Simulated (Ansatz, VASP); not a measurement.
# MnO2: VASP beside Ansatz

INCAR

```
ALGO     = Normal         # electronic algorithm
EDIFF    = 1E-7           # SCF threshold, eV
ENCUT    = 520            # plane-wave cutoff, eV
ISIF     = 2              # what is computed and relaxed
ISMEAR   = 0              # smearing method
ISPIN    = 2              # spin polarisation
LASPH    = True           # aspherical terms in the spheres
LCHARG   = False          # write CHGCAR
LDAU     = True           # DFT+U
LDAUJ    = 0 0          
LDAUL    = 2 -1           # shell
LDAUPRINT= 1            
LDAUTYPE = 2            
LDAUU    = 4 0            # U, eV
LMAXMIX  = 4              # l up to which the mixer works
LORBIT   = 11             # projections on sites
LREAL    = False          # projectors in reciprocal space
LWAVE    = False          # write WAVECAR
MAGMOM   = 2.63 2.63 -0.03 -0.03 -0.03 -0.03 # initial moments
NBANDS   = 38             # bands
NELM     = 150            # most SCF steps
PREC     = Accurate       # precision mode
SIGMA    = 0.05           # smearing width, eV
```

The input KPOINTS:

```
k-points
0
Gamma
  4 4 7
```

Contents of POSCAR:

```
MnO2
1.0
    4.3959987700      0.0000000000      0.0000000000
    0.0000000000      4.3959987700      0.0000000000
    0.0000000000      0.0000000000      2.8709991900
Mn O
2 4
Direct
    0.0000000000      0.0000000000      0.0000000000
    0.5000000000      0.5000000000      0.5000000000
    0.3020000000      0.3020000000      0.0000000000
    0.1980000000      0.8020000000      0.5000000000
    0.6980000000      0.6980000000      0.0000000000
    0.8020000000      0.1980000000      0.5000000000
```

Input for Ansatz:

```yaml
crystal:
  lattice:
    - [4.39599877, 0.0, 0.0]
    - [0.0, 4.39599877, 0.0]
    - [0.0, 0.0, 2.87099919]
  atoms:
    - { symbol: Mn, position: [0.0, 0.0, 0.0], spin: 1.5 }
    - { symbol: Mn, position: [0.5, 0.5, 0.5], spin: 1.5 }
    - { symbol: O, position: [0.302, 0.302, 0.0] }
    - { symbol: O, position: [0.198, 0.802, 0.5] }
    - { symbol: O, position: [0.698, 0.698, 0.0] }
    - { symbol: O, position: [0.802, 0.198, 0.5] }
basis:
  ecutwfc: 420
  ecutrho_ratio: 4
kpoints:
  mp_grid: { grid: [4, 4, 7] }
hamiltonian:
  xc: lda
  hubbard:
    sites: [{ site: 0, l: d, u_eff: 4.0 }, { site: 1, l: d, u_eff: 4.0 }]
scf:
  occupations: { method: gaussian, width: 0.05 }
  lower_state_search: "off"
  max_iter: 150
output:
  forces: true
  stress: true
  eigenvalues: true
  populations: true
  hubbard: { sites: [{ site: 0, l: d }, { site: 1, l: d }] }
magnetization:
  spin_polarized: true
  initial_magnetization: 3.0
  spin_locking: { lock_magnetization: soft, n_iters: 12 }
```

Alike in both runs: task single point; functional LDA; k mesh 4 × 4 × 7; occupations gaussian, width 0.05 eV; collinear spin; Hubbard terms Mn d U = 4.0 eV.

|  | VASP | Ansatz |
| --- | --- | --- |
| version | VASP 6.6.1 | Ansatz 0.2.0 |
| potentials or method | VASP PAW LDA potentials, release 64 (Mn_pv, O), cutoff 520 eV | scalar-relativistic, plane waves, PAW |
| valence electrons in the cell | 50 | 54 |

```csv
,VASP,Ansatz,Ansatz less VASP
pressure (GPa),-5.4,-6.4,-0.95
"traceless stress, the component that is largest in VASP (GPa)",-0.63,-0.25,+0.382
rms of the force components (eV/Å),0.248,0.258,+0.0102
net moment per atom (μB),1.00,1.00,0.000
size of the moment on the site where the two differ most (μB),2.96,2.63,-0.334
```

LDA's correlation is that of Perdew and Zunger in VASP and of Perdew and Wang (1992) in Ansatz. Site moments also hang on the region over which each program counts them. The programs project onto different local orbitals, so the same U acts differently, and such runs can settle in different states. Atom by atom the forces differ by 0.010 eV/Å (rms over components). VASP's potentials hold 50 valence electrons a cell and Ansatz's 54, so a difference there can come from the potentials and not from the codes. Ansatz's warnings: filled band counts differ across k points, stress scf threshold loose.
